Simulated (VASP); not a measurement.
# CsSnI3 (Pm-3m) in VASP: notebook, part 2 of 2

VASP 6.6.1. The steps go on from the part before.

**4. Relaxation of cell and atoms, PBE, target pressure 90 GPa, at which the enthalpy is minimised**

This run uses another cell than the first one, of 23.35 Å³/atom.

INCAR

```
PREC     = Accurate       # precision mode
ENCUT    = 600            # plane-wave cutoff, eV
EDIFF    = 1E-7           # SCF threshold, eV
ISMEAR   = 0              # smearing method
SIGMA    = 0.1            # smearing width, eV
LREAL    = False          # projectors in reciprocal space
LASPH    = True           # aspherical terms in the spheres
NELM     = 100            # most SCF steps
ALGO     = Normal         # electronic algorithm
ISIF     = 3              # what is computed and relaxed
LWAVE    = False          # write WAVECAR
LCHARG   = False          # write CHGCAR
GGA      = PE             # functional
IBRION   = 2              # ionic algorithm
NSW      = 70             # ionic steps
EDIFFG   = -0.008         # ionic threshold
PSTRESS  = 900.0
```

KPOINTS

```
Automatic mesh
0
Gamma
  8 8 8
```

POSCAR

```
CsSnI3
1.0
    4.8878237985      0.0000000000      0.0000000000
    0.0000000000      4.8878237985      0.0000000000
    0.0000000000      0.0000000000      4.8878237985
Cs Sn I
1 1 3
Direct
    0.0000000000      0.0000000000      0.0000000000
    0.5000000000      0.5000000000      0.5000000000
    0.0000000000      0.5000000000      0.5000000000
    0.5000000000      0.0000000000      0.5000000000
    0.5000000000      0.5000000000      0.0000000000
```

Potentials or basis: VASP PAW PBE potentials, release 64 (Cs_sv, Sn_d, I).

Started as:

```console
> cat potpaw_PBE.64/Cs_sv/POTCAR potpaw_PBE.64/Sn_d/POTCAR potpaw_PBE.64/I/POTCAR > POTCAR
> mpirun -np 1 vasp_std > vasp.out
```

OUTCAR:

```text
PREC = Accurate
   ENCUT = 600
   EDIFF = 1E-7
   ISMEAR = 0
   LREAL = False
   LASPH = True
   NELM = 100
   ISIF = 3
   GGA = PE
   IBRION = 2
   NSW = 70
   EDIFFG = -0.008
   PSTRESS = 900.0

 ion  position               nearest neighbor table
   1  0.000  0.000  0.000-
   2  0.500  0.500  0.500-   3 2.44   4 2.44   5 2.44   5 2.44   4 2.44   3 2.44
   3  0.000  0.500  0.500-   2 2.44   2 2.44   5 3.46   5 3.46   4 3.46   4 3.46   4 3.46   5 3.46
                             5 3.46   4 3.46
   4  0.500  0.000  0.500-   2 2.44   2 2.44   5 3.46   5 3.46   3 3.46   3 3.46   5 3.46   5 3.46
                             3 3.46   3 3.46
   5  0.500  0.500  0.000-   2 2.44   2 2.44   4 3.46   3 3.46   3 3.46   4 3.46   4 3.46   4 3.46
                             3 3.46   3 3.46

  LATTYP: Found a simple cubic cell.
 ALAT       =     4.8878237985

  Lattice vectors:

[... 355 lines left out ...]
  ---------------------------------------------------
  free energy    TOTEN  =         3.81265434 eV

  energy without entropy =        3.81879228  energy(sigma->0) =        3.81572331

 E-fermi :  13.1535     XC(G=0): -11.2900

 val. band max:       13.1448367292   @ k =   0.1250   0.0000   0.0000
 cond. band min:      13.1940244510   @ k =   0.5000   0.5000   0.3750
 fundamental gap:      0.0491877218
 Fermi energy:        13.1534535434

 k-point     1 :       0.0000    0.0000    0.0000
  band No.  band energies     occupation
      1     -11.6190      2.00000
      2     -11.6190      2.00000
      3     -11.0993      2.00000
      4     -11.0993      2.00000
      5     -11.0993      2.00000
      6     -10.6140      2.00000
[... 685 lines left out ...]
     25      15.5517      0.00000
     26      16.2854      0.00000

 [... further k-points ...]

------------------------ aborting loop because EDIFF is reached ----------------------------------------

  FORCE on cell =-STRESS in cart. coord.  units (eV):
  Direction    XX          YY          ZZ          XY          YZ          ZX
  --------------------------------------------------------------------------------------
  -------------------------------------------------------------------------------------
  Total       60.6160127     60.6160127     60.6160127      0.0000000      0.0000000      0.0000000
  in kB      899.8883807    899.8883807    899.8883807      0.0000000      0.0000000      0.0000000
  external PRESSURE =      -0.1116193 kB  Pullay stress =     900.0000000 kB
[... 24 lines left out ...]
  energy  without entropy=        3.8187922775  energy(sigma->0) =        3.81572331

  enthalpy is  TOTEN    =        64.4361856998 eV   P V=       60.6235313586

 reached required accuracy - stopping structural energy minimisation
```

CONTCAR:

```text
CsSnI3
   1.00000000000000
     4.7610539335117226    0.0000000000000000   -0.0000000000000000
    -0.0000000000000000    4.7610539335117226   -0.0000000000000000
     0.0000000000000000    0.0000000000000000    4.7610539335117226
  Cs              Sn              I
     1     1     3
Direct
     0.0000000000000000    0.0000000000000000    0.0000000000000000
     0.5000000000000000    0.5000000000000000    0.5000000000000000
     0.0000000000000000    0.5000000000000000    0.5000000000000000
     0.5000000000000000    0.0000000000000000    0.5000000000000000
     0.5000000000000000    0.5000000000000000    0.0000000000000000

  0.00000000E+00  0.00000000E+00  0.00000000E+00
  0.00000000E+00  0.00000000E+00  0.00000000E+00
  0.00000000E+00  0.00000000E+00  0.00000000E+00
  0.00000000E+00  0.00000000E+00  0.00000000E+00
  0.00000000E+00  0.00000000E+00  0.00000000E+00
```

Wall time 3.8 min (1 thread of Intel Xeon 6975P-C (Granite Rapids), shared host); peak memory 0.34 GiB.

Results:

| Property | Result |
| --- | --- |
| Free energy | 3.8127 eV |
| Relaxed volume | 21.58 Å³/atom |
| Relaxed cell | a = 4.761 Å, b = 4.761 Å, c = 4.761 Å, α = 90.00°, β = 90.00°, γ = 90.00° |
| Space group after relaxing (to 0.1 Å) | Pm-3m (No. 221) |
| Energy change on relaxing (the run minimises the enthalpy) | +865.7 meV/atom |
| Ionic steps | 5 |
| Pressure after relaxing | 90.0 GPa |

The path:
```
step  energy change (eV)  largest force (eV/Å)  pressure (GPa)  volume (Å³)
   1              0.0000                0.0000           67.80       116.77
   2             48.4644                0.0000          363.79        70.18
   3              3.6311                0.0000           86.40       109.19
   4              4.1223                0.0000           88.93       108.29
   5              4.3283                0.0000           89.99       107.92
```

Final structure:
```yaml
crystal:
  lattice:
    - [4.76105, 0.00000, 0.00000]
    - [0.00000, 4.76105, 0.00000]
    - [0.00000, 0.00000, 4.76105]
  atoms:
    - { symbol: Cs, position: [0.00000, 0.00000, 0.00000] }
    - { symbol: Sn, position: [0.50000, 0.50000, 0.50000] }
    - { symbol: I, position: [0.00000, 0.50000, 0.50000] }
    - { symbol: I, position: [0.50000, 0.00000, 0.50000] }
    - { symbol: I, position: [0.50000, 0.50000, 0.00000] }
```

Caveat: the cell is relaxed towards a set pressure, so the run minimises the enthalpy, not the energy; the highest band is partly filled, so the run has too few bands; spin-orbit coupling is left out, which moves the levels of the heavy elements.

**5. Relaxation of cell and atoms, PBE, target pressure 4 GPa, at which the enthalpy is minimised**

This run uses another cell than the first one, of 43.24 Å³/atom.

INCAR

```
SYSTEM = CsSnI3
PREC = Accurate
ENCUT = 600
EDIFF = 1E-7
ISMEAR = 0
SIGMA = 0.01
LREAL = .False.
LASPH = .True.
NELM = 100
ALGO = Normal
ISIF = 3
LWAVE = .False.
LCHARG = .False.
GGA = PE
IBRION = 2
NSW = 70
EDIFFG = -0.008
PSTRESS = 40.0
```

KPOINTS

```
Automatic mesh
0
Gamma
  6 6 6
  0 0 0
```

Edit POSCAR of step 4 so:

```diff
@@ -2,5 +2,5 @@
 1.0
-    4.8878237985      0.0000000000      0.0000000000
-    0.0000000000      4.8878237985      0.0000000000
-    0.0000000000      0.0000000000      4.8878237985
+    6.0019680913      0.0000000000      0.0000000000
+    0.0000000000      6.0019680913      0.0000000000
+    0.0000000000      0.0000000000      6.0019680913
 Cs Sn I
```

Potentials or basis: VASP PAW PBE potentials, release 64 (Cs_sv, Sn_d, I).

Started as:

```console
> cat potpaw_PBE.64/Cs_sv/POTCAR potpaw_PBE.64/Sn_d/POTCAR potpaw_PBE.64/I/POTCAR > POTCAR
> mpirun -np 1 vasp_std > vasp.out
```

OUTCAR:

```text
SYSTEM = CsSnI3
   PREC = Accurate
   ENCUT = 600
   EDIFF = 1E-7
   ISMEAR = 0
   LREAL = .False.
   LASPH = .True.
   NELM = 100
   ISIF = 3
   GGA = PE
   IBRION = 2
   NSW = 70
   EDIFFG = -0.008
   PSTRESS = 40.0

 ion  position               nearest neighbor table
   1  0.000  0.000  0.000-
   2  0.500  0.500  0.500-   3 3.00   4 3.00   5 3.00   5 3.00   4 3.00   3 3.00
   3  0.000  0.500  0.500-   2 3.00   2 3.00
   4  0.500  0.000  0.500-   2 3.00   2 3.00
   5  0.500  0.500  0.000-   2 3.00   2 3.00

  LATTYP: Found a simple cubic cell.
 ALAT       =     6.0019680913

  Lattice vectors:

 A1 = (   6.0019680913,   0.0000000000,   0.0000000000)
 A2 = (   0.0000000000,   6.0019680913,   0.0000000000)
[... 182 lines left out ...]

  FORCE on cell =-STRESS in cart. coord.  units (eV):
  Direction    XX          YY          ZZ          XY          YZ          ZX
  --------------------------------------------------------------------------------------
  -------------------------------------------------------------------------------------
  Total        3.9400257      3.9400257      3.9400257     -0.0000000     -0.0000000      0.0000000
  in kB       29.1963523     29.1963523     29.1963523     -0.0000000     -0.0000000      0.0000000
  external PRESSURE =     -10.8036477 kB  Pullay stress =      40.0000000 kB
[... 69 lines left out ...]
--------------------------------------- Ionic step        3  -------------------------------------------

 number of electron      43.9999984 magnetization

 Free energy of the ion-electron system (eV)
  ---------------------------------------------------
  ext. energy  EPLUGINS =         0.00000000
  ---------------------------------------------------
  free energy    TOTEN  =       -13.60658867 eV

  energy without entropy =      -13.60651725  energy(sigma->0) =      -13.60655296

 E-fermi :   4.4185     XC(G=0):  -8.0991

 val. band max:        3.9632028904   @ k =   0.5000   0.5000   0.3333
 cond. band min:       4.4215325577   @ k =   0.5000   0.5000   0.5000
 fundamental gap:      0.4583296673
 Fermi energy:         4.4184868567

 k-point     1 :       0.0000    0.0000    0.0000
  band No.  band energies     occupation
      1     -18.2590      2.00000
      2     -17.9480      2.00000
      3     -17.9480      2.00000
      4     -17.9038      2.00000
      5     -17.9038      2.00000
      6     -17.9038      2.00000
[... 605 lines left out ...]
  energy  without entropy=      -13.6065172504  energy(sigma->0) =      -13.60655296

  enthalpy is  TOTEN    =        -8.3983530477 eV   P V=        5.2082356205

 reached required accuracy - stopping structural energy minimisation
```

OSZICAR:

```text
N       E                     dE             d eps       ncg     rms          rms(c)
DAV:   1     0.389354925429E+03    0.38935E+03   -0.19971E+04  1040   0.176E+03
[... 30 lines left out ...]
DAV:   3    -0.136067391575E+02    0.27470E-02   -0.76795E-03  1388   0.733E-01    0.995E-02
DAV:   4    -0.136066393589E+02    0.99799E-04   -0.23645E-04  1114   0.104E-01    0.869E-02
DAV:   5    -0.136065907706E+02    0.48588E-04   -0.80853E-05  1486   0.732E-02    0.188E-02
DAV:   6    -0.136065882630E+02    0.25076E-05   -0.13582E-05  1294   0.365E-02    0.362E-03
DAV:   7    -0.136065884935E+02   -0.23045E-06   -0.88370E-07  1198   0.563E-03    0.143E-03
DAV:   8    -0.136065886755E+02   -0.18201E-06   -0.79090E-08   758   0.182E-03    0.551E-04
DAV:   9    -0.136065886682E+02    0.72851E-08   -0.18123E-08   632   0.103E-03
   3 F= -.83983530E+01 E0= -.83983173E+01  d E =-.263880E-01
```

Run time: 2.2 min. Hardware: 1 thread of Intel Xeon 6975P-C (Granite Rapids), shared host; peak memory 0.44 GiB.

Results:

| Property | Result |
| --- | --- |
| Free energy | -13.6066 eV |
| Relaxed volume | 41.72 Å³/atom |
| Relaxed cell | a = 5.931 Å, b = 5.931 Å, c = 5.931 Å, α = 90.00°, β = 90.00°, γ = 90.00° |
| Space group after relaxing (to 0.1 Å) | Pm-3m (No. 221) |
| Energy change on relaxing (the run minimises the enthalpy) | +32.7 meV/atom |
| Ionic steps | 3 |
| Pressure after relaxing | 4.0 GPa |
| Band gap on the k mesh | zero (filled and empty bands touch) |

Step by step:
```
step  energy change (eV)  largest force (eV/Å)  pressure (GPa)  volume (Å³)
   1              0.0000                0.0000            2.92       216.21
   2              0.1992                0.0000            4.22       207.22
   3              0.1633                0.0000            4.00       208.61
```

Final structure:
```
Cs Sn I
1.0
     5.93081    0.00000    0.00000
     0.00000    5.93081    0.00000
     0.00000    0.00000    5.93081
Cs Sn I
1 1 3
Cartesian
  0.0000 0.0000 0.0000
  2.9654 2.9654 2.9654
  0.0000 2.9654 2.9654
  2.9654 0.0000 2.9654
  2.9654 2.9654 0.0000
```

Caveat: the cell is relaxed towards a set pressure, so the run minimises the enthalpy, not the energy; semilocal functionals underestimate gaps, and a narrow one can read as zero; spin-orbit coupling is left out, which moves the levels of the heavy elements.

**6. Summary**

| cell | k mesh | smearing | gap on the mesh (eV) | pressure (GPa) |
| --- | --- | --- | --- | --- |
| relaxed to 1 GPa from a = 6.263 Å, 5 atoms | 6 × 6 × 6 | gaussian 0.02 eV | 0.23 | 1.0 |
| relaxed to -1 GPa from a = 6.304 Å, 5 atoms | 6 × 6 × 6 | gaussian 0.02 eV | 0.77 | -1.0 |
| relaxed to 90 GPa from a = 4.888 Å, 5 atoms | 8 × 8 × 8 | gaussian 0.1 eV | - | 90.0 |
| relaxed to 4 GPa from a = 6.002 Å, 5 atoms | 6 × 6 × 6 | gaussian 0.01 eV | none | 4.0 |

Alike in all rows: task relaxation of cell and atoms; level PBE; potentials or basis VASP PAW PBE potentials, release 64 (Cs_sv, Sn_d, I); no spin polarisation; cutoff (eV) 600.

Caveats: the cell is relaxed towards a set pressure, so the run minimises the enthalpy, not the energy; spin-orbit coupling is left out, which moves the levels of the heavy elements; semilocal functionals underestimate gaps, and a narrow one can read as zero (at least some runs); the highest band is partly filled, so the run has too few bands (at least some runs).

Absolute energies hang on the potentials; compare differences alone.

The gap in the log of VASP goes by the Fermi energy; the results here count the filled bands.